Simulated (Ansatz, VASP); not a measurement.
**Ru: VASP beside Ansatz**

File INCAR:

```
PREC = Accurate
ENCUT = 520
EDIFF = 1E-6
ISMEAR = 0
SIGMA = 0.15
LREAL = F
LASPH = T
NELM = 60
ALGO = Fast
ISIF = 2
LWAVE = F
LCHARG = F
GGA = PS
NBANDS = 21
```

The input KPOINTS:

```
regular mesh
0
Gamma
  21 21 12
```

The input POSCAR:

```
Ru
1.0
    2.6599642910      0.0000000000      0.0000000000
   -1.3299821455      2.3035966492      0.0000000000
    0.0000000000      0.0000000000      4.5565188304
Ru
2
Direct
    0.3333333333      0.6666666667      0.2500000000
    0.6666666667      0.3333333333      0.7500000000
```

Input for Ansatz:

```yaml
crystal:
  lattice:
    - [2.659964291, 0.0, 0.0]
    - [-1.3299821455, 2.3035966492, 0.0]
    - [0.0, 0.0, 4.5565188304]
  atoms:
    - { symbol: Ru, position: [0.3333333333, 0.6666666667, 0.25] }
    - { symbol: Ru, position: [0.6666666667, 0.3333333333, 0.75] }
basis:
  ecutwfc: 420
kpoints:
  mp_grid: { grid: [21, 21, 12] }
hamiltonian:
  xc: pbesol
  pseudopotentials: { kind: paw, azcp: { folder: soft_1 } }
scf:
  occupations: { method: gaussian, width: 0.15 }
output:
  forces: true
  stress: true
  eigenvalues: true
  write_density: true
  write_potential: true
  elf: true
  volumetric_format: npy
```

Alike in both runs: task single point; functional PBEsol; k mesh 21 × 21 × 12; occupations gaussian, width 0.15 eV; no spin polarisation.

```csv
,VASP,Ansatz
version,VASP 6.6.1,Ansatz 0.2.0
potentials or method,"VASP PAW PBE potentials, release 64 (Ru_pv), cutoff 520 eV","scalar-relativistic, plane waves, PAW"
valence electrons in the cell,28,32
```

|  | VASP | Ansatz | Ansatz less VASP |
| --- | --- | --- | --- |
| gap on the k mesh at the Fermi level (eV) | none | none | - |
| pressure (GPa) | -13.1 | -13.0 | +0.09 |
| traceless stress, the component that is largest in VASP (GPa) | -23.42 | -23.46 | -0.041 |

VASP's potentials were made for PBE, not for PBEsol, and Ansatz warns of the same on its side. A gap of «none» marks a metal or a gap that the smearing closes. VASP's potentials hold 28 valence electrons a cell and Ansatz's 32, so a difference there can come from the potentials and not from the codes.
